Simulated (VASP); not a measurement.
Here is a VASP 6.6.1 calculation.

The input INCAR:

```
PREC = Accurate
ENCUT = 520
EDIFF = 1E-6
ISMEAR = 0
SIGMA = 0.1
LREAL = F
LASPH = T
NELM = 60
ALGO = Fast
ISIF = 2
LWAVE = F
LCHARG = F
GGA = PE
IVDW = 12
NBANDS = 38
```

File KPOINTS:

```
regular mesh
0
Gamma
  10 10 8
```

The input POSCAR:

```
Bi
1.0
    4.5453737462      0.0000000000      0.0311852857
    0.0000000000      4.5232171690      0.0000000000
   -0.0524836680      0.0000000000      6.3726776589
Bi
4
Direct
    0.8320686302      0.2500000000      0.2058394902
    0.6680148785      0.2500000000      0.7059297652
    0.3319851215      0.7500000000      0.2940702348
    0.1679313698      0.7500000000      0.7941605098
```

Potentials or basis: VASP PAW PBE potentials, release 64 (Bi_d).

Command:

```console
$ cat potpaw_PBE.64/Bi_d/POTCAR > POTCAR
$ mpirun -np 1 vasp_std > vasp.out
```

(1) Estimate the band gap on the k mesh.

(2) Estimate the pressure.

(3) What does it give for the dispersion energy per atom?

Results:

(1) zero (bands 30 and 31 overlap by 0.80 eV).

(2) 0.0 GPa.

(3) -0.486 eV.

Caveat: spin-orbit coupling is left out, which moves the levels of the heavy elements.
